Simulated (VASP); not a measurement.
# Y (Pm-3m) in VASP: a series of runs

Y is run at these levels: r2SCAN; tasks: single point.

Everything below comes from runs of VASP 6.6.1. Logs are shortened: lines on timing, memory, paths and dates and some standing lists are left out, and cuts for length are marked.

### 1 The cell of the first run

The structure is cubic, space group Pm-3m (No. 221). The conventional cell has a = 3.154 Å, b = 3.154 Å, c = 3.154 Å, α = 90.00°, β = 90.00°, γ = 90.00°. Y (site symmetry m-3m) has 6 Y at 3.15 Å within 4.2 Å.

### 2 Single point, r2SCAN, collinear spin, ferromagnetic start (volume scaled by 0.88)

POSCAR reads:

```
Y
1.0
    3.1539728162      0.0000000000      0.0000000000
    0.0000000000      3.1539728162      0.0000000000
    0.0000000000      0.0000000000      3.1539728162
Y
1
Direct
    0.0000000000      0.0000000000      0.0000000000
```

INCAR.step1 reads:

```
  PREC = Accurate
  ENCUT = 520
  ISMEAR = -1
  SIGMA = 0.05
  LREAL = False
  LASPH = True
  NELM = 150
  ISPIN = 2
  MAGMOM = 0.594
  LMAXMIX = 4
  NBANDS = 16
  GGA = PE
  ALGO = Normal
  EDIFF = 1E-4
  LWAVE = True
  LCHARG = False
```

INCAR.step2 reads:

```
  PREC = Accurate
  ENCUT = 520
  EDIFF = 1E-6
  ISMEAR = -1
  SIGMA = 0.05
  LREAL = False
  LASPH = True
  NELM = 150
  ALGO = Normal
  ISIF = 2
  LWAVE = False
  LCHARG = False
  ISPIN = 2
  MAGMOM = 0.594
  LORBIT = 11
  LMAXMIX = 4
  METAGGA = R2SCAN
  LMIXTAU = True
  NBANDS = 16
  ISTART = 1
```

KPOINTS reads:

```
Automatic mesh
0
Gamma
  11 11 11
```

Potentials or basis: VASP PAW PBE potentials, release 64 (Y_sv).

Launch:

```
$ cat potpaw_PBE.64/Y_sv/POTCAR > POTCAR
$ cp INCAR.step1 INCAR
$ mpirun -np 1 vasp_std > vasp.out
$ cp INCAR.step2 INCAR
$ mpirun -np 1 vasp_std > vasp.out
```

OUTCAR:

```text
PREC = Accurate
   ENCUT = 520
   EDIFF = 1E-6
   ISMEAR = -1
   LREAL = False
   LASPH = True
   NELM = 150
   ISIF = 2
   ISPIN = 2
   LORBIT = 11
   METAGGA = R2SCAN
   ISTART = 1

 ion  position               nearest neighbor table
   1  0.000  0.000  0.000-

  LATTYP: Found a simple cubic cell.
 ALAT       =     3.1539728162

  Lattice vectors:

 A1 = (   3.1539728162,   0.0000000000,   0.0000000000)
 A2 = (   0.0000000000,   3.1539728162,   0.0000000000)
 A3 = (   0.0000000000,   0.0000000000,   3.1539728162)

Analysis of symmetry for initial positions (statically):
=====================================================================
 Subroutine PRICEL returns:
 Original cell was already a primitive cell.

 Routine SETGRP: Setting up the symmetry group for a
 simple cubic supercell.

 Subroutine GETGRP returns: Found 48 space group operations
 (whereof 48 operations were pure point group operations)
 out of a pool of 48 trial point group operations.

The static configuration has the point symmetry O_h .

Analysis of symmetry for dynamics (positions and initial velocities):
=====================================================================
 Subroutine PRICEL returns:
 Original cell was already a primitive cell.

 Routine SETGRP: Setting up the symmetry group for a
 simple cubic supercell.

 Subroutine GETGRP returns: Found 48 space group operations
 (whereof 48 operations were pure point group operations)
 out of a pool of 48 trial point group operations.

The dynamic configuration has the point symmetry O_h .

Analysis of structural, dynamic, and magnetic symmetry:
=====================================================================
 Subroutine PRICEL returns:
 Original cell was already a primitive cell.

 Routine SETGRP: Setting up the symmetry group for a
 simple cubic supercell.

 Subroutine GETGRP returns: Found 48 space group operations
 (whereof 48 operations were pure point group operations)
 out of a pool of 48 trial point group operations.

The overall configuration has the point symmetry O_h .

 Subroutine INISYM returns: Found 48 space group operations
 (whereof 48 operations are pure point group operations),
 and found     1 'primitive' translations

----------------------------------------------------------------------------------------

                                     Primitive cell

  volume of cell :      31.3743

  direct lattice vectors                    reciprocal lattice vectors
     3.153972816  0.000000000  0.000000000     0.317060437  0.000000000  0.000000000
     0.000000000  3.153972816  0.000000000     0.000000000  0.317060437  0.000000000
     0.000000000  0.000000000  3.153972816     0.000000000  0.000000000  0.317060437

  length of vectors
     3.153972816  3.153972816  3.153972816     0.317060437  0.317060437  0.317060437

  position of ions in fractional coordinates (direct lattice)
     0.000000000  0.000000000  0.000000000

  ion indices of the primitive-cell ions
   primitive index   ion index
                 1           1

----------------------------------------------------------------------------------------

 KPOINTS: Automatic mesh

Automatic generation of k-mesh.
 Grid dimensions read from file:
 generate k-points for:   11   11   11

 Generating k-lattice:

  Cartesian coordinates                     Fractional coordinates (reciprocal lattice)
     0.028823676  0.000000000  0.000000000     0.090909091  0.000000000  0.000000000
     0.000000000  0.028823676  0.000000000     0.000000000  0.090909091  0.000000000
     0.000000000  0.000000000  0.028823676     0.000000000  0.000000000  0.090909091

  Length of vectors
     0.028823676  0.028823676  0.028823676

  Shift w.r.t. Gamma in fractional coordinates (k-lattice)
     0.000000000  0.000000000  0.000000000

 Subroutine IBZKPT returns following result:
 ===========================================

 Found     56 irreducible k-points:

 Following reciprocal coordinates:
            Coordinates               Weight
  0.000000  0.000000  0.000000      1.000000
  0.090909  0.000000  0.000000      6.000000
  0.181818  0.000000  0.000000      6.000000
  0.272727  0.000000  0.000000      6.000000
  0.363636  0.000000  0.000000      6.000000
  0.454545  0.000000  0.000000      6.000000
[... 16 lines left out ...]
  0.181818  0.090909  0.090909     24.000000
  0.272727  0.090909  0.090909     24.000000
 [... further k-points ...]
   k-points           NKPTS =     56   k-points in BZ     NKDIM =     56   number of bands    NBANDS=     16
   number of dos      NEDOS =    301   number of ions     NIONS =      1
   total plane-waves  NPLWV =  13824
   dimension x,y,z NGX =    24 NGY =   24 NGZ =   24
   dimension x,y,z NGXF=    48 NGYF=   48 NGZF=   48
   ions per type =               1
   NGX,Y,Z   is equivalent  to a cutoff of  12.65, 12.65, 12.65 a.u.
   NGXF,Y,Z  is equivalent  to a cutoff of  25.30, 25.30, 25.30 a.u.
 SYSTEM =  unknown system
   PREC   = accura    normal or accurate (medium, high low for compatibility)
   ISTART =      1    job   : 0-new  1-cont  2-samecut
   ICHARG =      0    charge: 1-file 2-atom 10-const
   ISPIN  =      2    spin polarized calculation?
   LNONCOLLINEAR =      F non collinear calculations
   LSORBIT =      F    spin-orbit coupling
   LASPH  =      T    aspherical Exc in radial PAW
   ENCUT  =  520.0 eV  38.22 Ry    6.18 a.u.   5.86  5.86  5.86*2*pi/ulx,y,z
   NELM   =    150;   NELMIN=  2; NELMDL=  0     # of ELM steps
   EDIFF  = 0.1E-05   stopping-criterion for ELM
   LREAL  =      F    real-space projection
   EDIFFG = 0.1E-04   stopping-criterion for IOM
   NSW    =      0    number of steps for IOM
   IBRION =     -1    ionic relax: 0-MD 1-quasi-New 2-CG
   NFREE  =      0    steps in history (QN), initial steepest desc. (CG)
   ISIF   =      2    stress and relaxation
   ISYM   =      2    0-nonsym 1-usesym 2-fastsym
   POTIM  = 0.5000    time-step for ionic-motion
   TEBEG  =    0.0;   TEEND  =   0.0 temperature during run
   PSTRESS=    0.0 pullay stress
   NELECT =      11.0000    total number of electrons
   NUPDOWN=      -1.0000    fix difference up-down
   EMIN   =  10.00;   EMAX   =-10.00  energy-range for DOS
   EFERMI =   0.00;   METHOD = LEGACY
   ISMEAR =    -1;   SIGMA  =   0.05  broadening in eV -4-tet -1-fermi 0-gaus
   EFERMI_NEDOS =   21; number of points for ismear=-14 and -15
   IALGO  =     38    algorithm
   IMIX   =      4    mixing-type and parameters
     AMIX     =   0.40;   BMIX     =  1.00
     AMIX_MAG =   1.60;   BMIX_MAG =  1.00
  volume/ion in A,a.u.               =      31.37       211.72
  Fermi-wavevector in a.u.,A,eV,Ry     =   1.154377  2.181457 18.130946  1.332587
  Thomas-Fermi vector in A             =   2.291014
   LORBIT       =     11    0 simple, 1 ext, 2 COOP (PROOUT), +10 PAW based schemes
   METAGGA = R2SCAN    functional components
   LHFCALC =     F    Hartree Fock is set to
   AEXX    =    0.0000 exact exchange contribution
   IVDW    =     0    specifies the selected vdW correction
   LEPSILON=     F    determine dielectric tensor
   LRPA    =     F    only Hartree local field effects (RPA)
 spin polarized calculation
  energy-cutoff  :      520.00
  volume of cell :       31.37
 maximum number of plane-waves:       865
 NGX is ok and might be reduce to    24
   NGX = 11   NGY = 11   NGZ = 11

 number of electron      11.0000000 magnetization       0.8327713

 Free energy of the ion-electron system (eV)
  ---------------------------------------------------
  ext. energy  EPLUGINS =         0.00000000
  ---------------------------------------------------
  free energy    TOTEN  =       -19.46003266 eV

  energy without entropy =      -19.44984052  energy(sigma->0) =      -19.45493659

 E-fermi :   3.3504     XC(G=0): -10.1717

 val. band max:        3.3471725723   @ k =   0.4545   0.4545   0.0909
 cond. band min:       3.3585277463   @ k =   0.4545   0.0909   0.0909
 fundamental gap:      0.0113551740
 Fermi energy:         3.3504431776

 spin component 1

 k-point     1 :       0.0000    0.0000    0.0000
  band No.  band energies     occupation
      1     -41.1961      1.00000
      2     -20.0868      1.00000
      3     -20.0868      1.00000
      4     -20.0868      1.00000
      5      -1.7738      1.00000
      6       1.9445      1.00000
[... 8 lines left out ...]
     15      20.7576      0.00000
     16      20.7576      0.00000

 k-point     2 :       0.0909    0.0000    0.0000
  band No.  band energies     occupation
      1     -41.1872      1.00000
      2     -20.1768      1.00000
      3     -20.0796      1.00000
      4     -20.0796      1.00000
      5      -1.5876      1.00000
      6       2.0013      1.00000
[... 8 lines left out ...]
     15      19.6938      0.00000
     16      21.4258      0.00000

 k-point     3 :       0.1818    0.0000    0.0000
  band No.  band energies     occupation
      1     -41.1632      1.00000
      2     -20.4117      1.00000
      3     -20.0603      1.00000
      4     -20.0603      1.00000
      5      -1.0814      1.00000
      6       2.1597      1.00000
[... 8 lines left out ...]
     15      20.0198      0.00000
     16      23.1668      0.00000
[... 362 lines left out ...]
 k-point    23 :       0.1818    0.0909    0.0909
  band No.  band energies     occupation
      1     -41.1456      1.00000
      2     -20.3949      1.00000
      3     -20.1457      1.00000
      4     -20.1359      1.00000
      5      -0.7201      1.00000
      6       2.4632      1.00000
[... 8 lines left out ...]
     15      20.6698      0.00000
     16      22.6828      0.00000

 k-point    24 :       0.2727    0.0909    0.0909
  band No.  band energies     occupation
      1     -41.1141      1.00000
      2     -20.6867      1.00000
      3     -20.1187      1.00000
      4     -20.1093      1.00000
      5      -0.0260      1.00000
      6       2.6903      1.00000
[... 8 lines left out ...]
     15      21.6881      0.00000
     16      22.3780      0.00000

 [... further k-points ...]

 spin component 2

 k-point     1 :       0.0000    0.0000    0.0000
  band No.  band energies     occupation
      1     -40.8429      1.00000
      2     -19.7202      1.00000
      3     -19.7202      1.00000
      4     -19.7201      1.00000
      5      -1.1996      1.00000
      6       3.4974      0.05026
[... 8 lines left out ...]
     15      21.4624      0.00000
     16      21.4624      0.00000

 k-point     2 :       0.0909    0.0000    0.0000
  band No.  band energies     occupation
      1     -40.8351      1.00000
      2     -19.7980      1.00000
      3     -19.7132      1.00000
      4     -19.7132      1.00000
      5      -1.0154      1.00000
      6       3.5586      0.01532
[... 8 lines left out ...]
     15      20.5996      0.00000
     16      22.1536      0.00000

 k-point     3 :       0.1818    0.0000    0.0000
  band No.  band energies     occupation
      1     -40.8142      1.00000
      2     -20.0021      1.00000
      3     -19.6944      1.00000
      4     -19.6944      1.00000
      5      -0.4993      1.00000
      6       3.7298      0.00051
[... 8 lines left out ...]
     15      20.8754      0.00000
     16      24.0668      0.00000
[... 362 lines left out ...]
 k-point    23 :       0.1818    0.0909    0.0909
  band No.  band energies     occupation
      1     -40.7989      1.00000
      2     -19.9858      1.00000
      3     -19.7679      1.00000
      4     -19.7579      1.00000
      5      -0.1616      1.00000
      6       3.9889      0.00000
[... 8 lines left out ...]
     15      21.4251      0.00000
     16      23.5631      0.00000

 k-point    24 :       0.2727    0.0909    0.0909
  band No.  band energies     occupation
      1     -40.7714      1.00000
      2     -20.2402      1.00000
      3     -19.7418      1.00000
      4     -19.7321      1.00000
      5       0.5645      1.00000
      6       4.2330      0.00000
[... 8 lines left out ...]
     15      22.4593      0.00000
     16      23.1422      0.00000

 [... further k-points ...]

------------------------ aborting loop because EDIFF is reached ----------------------------------------

  FORCE on cell =-STRESS in cart. coord.  units (eV):
  Direction    XX          YY          ZZ          XY          YZ          ZX
  --------------------------------------------------------------------------------------
  -------------------------------------------------------------------------------------
  Total        0.7249193      0.7249193      0.7249193     -0.0000000     -0.0000000     -0.0000000
  in kB       37.0191464     37.0191464     37.0191464     -0.0000000     -0.0000000     -0.0000000
  external PRESSURE =      37.0191464 kB  Pullay stress =       0.0000000 kB

 VOLUME and BASIS-vectors are now :
 -----------------------------------------------------------------------------
  energy-cutoff  :      520.00
  volume of cell :       31.37
      direct lattice vectors                 reciprocal lattice vectors
     3.153972816  0.000000000  0.000000000     0.317060437  0.000000000  0.000000000
     0.000000000  3.153972816  0.000000000     0.000000000  0.317060437  0.000000000
     0.000000000  0.000000000  3.153972816     0.000000000  0.000000000  0.317060437

 POSITION                                       TOTAL-FORCE (eV/Angst)
 -----------------------------------------------------------------------------------
      0.00000      0.00000      0.00000         0.000000      0.000000      0.000000
 -----------------------------------------------------------------------------------
    total drift:                               -0.000000      0.000000      0.000000

  FREE ENERGIE OF THE ION-ELECTRON SYSTEM (eV)
  ---------------------------------------------------
  free  energy   TOTEN  =       -19.4600326550 eV

  energy  without entropy=      -19.4498405157  energy(sigma->0) =      -19.45493659

 total charge

# of ion       s       p       d       f       tot
--------------------------------------------------
    1        2.264   6.214   1.122   0.011   9.610

 magnetization (x)

# of ion       s       p       d       f       tot
--------------------------------------------------
    1        0.061   0.068   0.527   0.004   0.660
```

It took 88 s on 1 thread of Intel Xeon Platinum 8259CL at 2.50GHz (Skylake/Cascade Lake), shared host; peak memory 0.2 GiB.

What came out:

```yaml
Free_energy: -19.4600 eV
Pressure: 3.7 GPa
Net_moment: 0.83 μB per cell
Site_moments: Y +0.66 μB
Valence_electrons_inside_the_program's_atomic_spheres: Y 9.61
```

Caveat: the PAW data sets were made with another functional, which shifts forces and pressure a little.

(Continued in part 2 of 2.)
